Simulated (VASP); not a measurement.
Write the native input for VASP 6.6.1 that does the following.

- Task: relaxation of cell and atoms
- Functional: PBEsol
- Potentials or basis: VASP PAW PBE potentials, release 64 (Mo_sv)
- Cutoff: 500 eV
- k mesh: 20 × 20 × 20
- Occupations: gaussian, width 0.1 eV
- Spin: no spin polarisation
- Target pressure: 45 GPa
- Dipole correction: no
- Further INCAR settings: ALGO = Normal; EDIFF = 1e-07; IBRION = 2; EDIFFG = -0.002; NSW = 100; ISIF = 3

The structure of Mo lies in POSCAR:

```
Mo
1.0
   -1.5017102449      1.5017102449      1.5017102449
    1.5017102449     -1.5017102449      1.5017102449
    1.5017102449      1.5017102449     -1.5017102449
Mo
1
Direct
    0.0000000000      0.0000000000      0.0000000000
```

The input as run:

INCAR

```
SYSTEM = Mo
ALGO = Normal ; EDIFF = 1E-7
EDIFFG = -0.002 ; ENCUT = 500
GGA = PS ; GGA_COMPAT = .False.
IBRION = 2 ; ISIF = 3
ISMEAR = 0 ; LASPH = .True.
LCHARG = .False. ; LREAL = .False.
LWAVE = .False. ; NELM = 120
NELMIN = 4 ; NSW = 100
PREC = Accurate ; PSTRESS = 450.0
SIGMA = 0.1
```

KPOINTS

```
k-points
0
Gamma
  20 20 20
  0 0 0
```

Potentials or basis: VASP PAW PBE potentials, release 64 (Mo_sv).

The run is started by

```console
$ cat potpaw_PBE.64/Mo_sv/POTCAR > POTCAR
$ mpirun -np 1 vasp_std > vasp.out
```

Results of the run:

* Relaxed volume: 13.56 Å³/atom
* Relaxed cell: a = 2.602 Å, b = 2.602 Å, c = 2.602 Å, α = 109.47°, β = 109.47°, γ = 109.47°
* Space group after relaxing (to 0.05 Å): Im-3m (No. 229)
* Energy change on relaxing (the enthalpy is what falls): -4.2 meV/atom
* Ionic steps: 3
* Pressure after relaxing: 45.0 GPa
* Band gap on the k mesh: zero (band 7 reaches 19.78 eV, above the bottom of band 8 at 13.21 eV)

Caveat: the cell is relaxed towards a set pressure, so the enthalpy falls and the energy may rise; the PAW data sets were made with another functional, which shifts forces and pressure a little.

Run time: 29 s on 1 thread of Intel(R) Xeon(R) 6975P-C (Granite Rapids) (shared host), peak memory 0.15 GiB.
